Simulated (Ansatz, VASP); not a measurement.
**PbSe: VASP beside Ansatz**

```
Pb Se
1.0
    -0.03062    3.04684    3.04684
     3.04684   -0.03062    3.04684
     3.04684    3.04684   -0.03062
Pb Se
1 1
Direct
  0.00000 0.00000 0.00000
  0.50000 0.50000 0.50000
```

Change from the starting cell: equal xy, yz and zx shear strains of -1 %, crystal datasets.

Alike in both runs: task electric field gradients; functional PBEsol; k mesh 7 × 7 × 7; occupations fermi-dirac, width 0.02 eV; no spin polarisation.

|  | VASP | Ansatz |
| --- | --- | --- |
| version | VASP 6.6.1 | Ansatz 0.2.0 |
| potentials or method | VASP PAW PBE potentials, release 64 (Pb_d, Se), cutoff 520 eV | all-electron PAW with datasets made for the crystal, scalar-relativistic |

|  | VASP | Ansatz | Ansatz less VASP |
| --- | --- | --- | --- |
| pressure (GPa) | -0.6 | -0.6 | 0.00 |
| traceless stress, the component that is largest in VASP (GPa) | 0.17 | 0.17 | 0.000 |
| size of Vzz on the site where it differs most (V/Å²) | 2.0 | 3.7 | +1.69 |

VASP's potentials were made for PBE, not for PBEsol. Ansatz ran all-electron here, and VASP with PAW potentials.

Neither program's run includes spin-orbit coupling.
